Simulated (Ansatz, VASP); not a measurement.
**One calculation of Ba2C, two programs**

File POSCAR:

```
Ba2C
1.0
    0.0000000000      3.5413705691      3.5413705691
    3.5413705691      0.0000000000      3.5413705691
    3.5413705691      3.5413705691      0.0000000000
C Ba
1 2
Direct
    0.0000000000      0.0000000000      0.0000000000
    0.2500000000      0.2500000000      0.2500000000
    0.7500000000      0.7500000000      0.7500000000
```

The input INCAR.step1:

```
PREC = Accurate
ENCUT = 520
ISMEAR = -1
SIGMA = 0.02
LREAL = F
LASPH = T
NELM = 100
NBANDS = 19
GGA = PE
ALGO = Normal
EDIFF = 1E-4
LWAVE = T
LCHARG = F
```

Contents of INCAR.step2:

```
PREC = Accurate
ENCUT = 520
EDIFF = 1E-6
ISMEAR = -1
SIGMA = 0.02
LREAL = F
LASPH = T
NELM = 100
ALGO = Normal
ISIF = 2
LWAVE = F
LCHARG = F
METAGGA = R2SCAN
LMIXTAU = T
NBANDS = 19
ISTART = 1
```

File KPOINTS:

```
regular mesh
0
Gamma
  6 6 6
```

Input for Ansatz:

```yaml
crystal:
  lattice:
    - [0.0, 3.5413705691, 3.5413705691]
    - [3.5413705691, 0.0, 3.5413705691]
    - [3.5413705691, 3.5413705691, 0.0]
  atoms:
    - { symbol: C, position: [0.0, 0.0, 0.0] }
    - { symbol: Ba, position: [0.25, 0.25, 0.25] }
    - { symbol: Ba, position: [0.75, 0.75, 0.75] }
kpoints:
  mp_grid: { grid: [6, 6, 6] }
hamiltonian:
  xc: r2scan
scf:
  occupations: { method: fermi_dirac, width: 0.02 }
  n_extra_bands: 4
output:
  forces: true
  stress: true
  eigenvalues: true
```

Alike in both runs: task single point; functional r2SCAN; k mesh 6 × 6 × 6; occupations fermi-dirac, width 0.02 eV; no spin polarisation.

|  | VASP | Ansatz |
| --- | --- | --- |
| version | VASP 6.6.1 | Ansatz 0.2.0 |
| potentials or method | VASP PAW PBE potentials, release 64 (C, Ba_sv) | plane waves, PAW |
| plane-wave cutoff (eV) | 520 | 500 |
| valence electrons in the cell | 24 | 24 |

```tsv
	VASP	Ansatz	Ansatz less VASP
pressure (GPa)	0.2	-1.0	-1.19
```

VASP's potentials were made for PBE, not for r2SCAN. With one functional, cell and mesh, what is left measures potentials, basis and numerics.

Spin-orbit coupling is off throughout.
